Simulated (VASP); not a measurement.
Wanted: the native input for a VASP 6.6.1 run.

```
Task                   : single point
Functional             : PBEsol
Potentials or basis    : VASP PAW PBE potentials, release 64 (Pd)
Cutoff                 : 520 eV
k mesh                 : 12 × 12 × 12
Occupations            : fermi-dirac, width 0.05 eV
Spin                   : no spin polarisation
Dipole correction      : no
Further INCAR settings : ALGO = Normal; EDIFF = 1e-07; NBANDS = 11
```

The structure of Pd lies in POSCAR:

```
Pd
1.0
   -1.5007873683      1.5007873683      1.5007873683
    1.5007873683     -1.5007873683      1.5007873683
    1.5007873683      1.5007873683     -1.5007873683
Pd
1
Direct
    0.0000000000      0.0000000000      0.0000000000
```

One way to write it, as run:

INCAR

```
PREC = Accurate ; ENCUT = 520
EDIFF = 1E-7 ; ISMEAR = -1
SIGMA = 0.05 ; LREAL = False
LASPH = True ; NELM = 80
ALGO = Normal ; ISIF = 2
LWAVE = False ; LCHARG = True
GGA = PS ; LELF = True
LVHAR = True ; NBANDS = 11
```

KPOINTS

```
regular mesh
0
Gamma
  12 12 12
```

Potentials or basis: VASP PAW PBE potentials, release 64 (Pd).

Command:

```console
$ cat potpaw_PBE.64/Pd/POTCAR > POTCAR
$ mpirun -np 1 vasp_std > vasp.out
```

It gave:

```
Pressure               : 19.5 GPa
Band gap on the k mesh : zero (band 5 reaches 11.89 eV, above the bottom of band 6 at 9.92 eV)
```

Caveat: the PAW data sets were made with another functional, which shifts forces and pressure a little.

Run time: 24 s on 1 thread of AMD EPYC 7R13, with other jobs on the host, peak memory 0.1 GiB.
